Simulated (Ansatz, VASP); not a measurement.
One calculation of CuAs3, two programs

```
Cu As
1.0
     0.00000    3.85706    3.85706
     3.85706    0.00000    3.85706
     3.85706    3.85706    0.00000
Cu As
1 3
Direct
  0.00000 0.00000 0.00000
  0.25000 0.25000 0.25000
  0.75000 0.75000 0.75000
  0.50000 0.50000 0.50000
```

Change from the starting cell: volume scaled by 1.02.

Alike in both runs: task single point; functional PBE; k mesh 6 × 6 × 6; occupations fermi-dirac, width 0.05 eV; no spin polarisation.

```csv
,VASP,Ansatz
version,VASP 6.6.1,Ansatz 0.2.0
potentials or method,"VASP PAW PBE potentials, release 64 (Cu, As), cutoff 520 eV","all-electron LAPW, scalar-relativistic"
```

|  | VASP | Ansatz | Ansatz less VASP |
| --- | --- | --- | --- |
| gap on the k mesh at the Fermi level (eV) | none | none | - |
| pressure (GPa) | -13.7 | -13.7 | -0.02 |

A gap of «none» marks a metal or a gap that the smearing closes. Ansatz ran all-electron here, and VASP with PAW potentials.
